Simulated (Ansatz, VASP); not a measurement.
# Two plane-wave programs on LiOs3

```
Li Os
1.0
     5.39572    0.00000    0.00000
    -2.69786    4.67283    0.00000
     0.00000    0.00000    4.27979
Li Os
2 6
Direct
  0.33333 0.66667 0.25000
  0.66667 0.33333 0.75000
  0.82638 0.65276 0.25000
  0.17362 0.82638 0.75000
  0.34724 0.17362 0.25000
  0.17362 0.34724 0.75000
  0.82638 0.17362 0.25000
  0.65276 0.82638 0.75000
```

Alike in both runs: functional PBE; k mesh 12 × 12 × 10; occupations gaussian, width 0.1 eV; no spin polarisation.

Ansatz relaxed the structure, and its values are those at the end. VASP's run is a single point on that final structure, the one shown.

|  | VASP | Ansatz |
| --- | --- | --- |
| version | VASP 6.6.1 | Ansatz 0.2.0 |
| potentials or method | VASP PAW PBE potentials, release 64 (Li_sv, Os), cutoff 520 eV | scalar-relativistic, plane waves, PAW |
| valence electrons in the cell | 54 | 102 |

```csv
,VASP,Ansatz,Ansatz less VASP
gap on the k mesh at the Fermi level (eV),none,none,-
rms of the force components (eV/Å),0.017,0.000,-0.0169
```

A gap of «none» marks a metal or a gap that the smearing closes. VASP's potentials hold 54 valence electrons a cell and Ansatz's 102, so a difference there can come from the potentials and not from the codes.

Spin-orbit coupling is off throughout. Noted on VASP's run: the cutoff is under 1.25 times that of the potentials, so the pressure is a little rough.
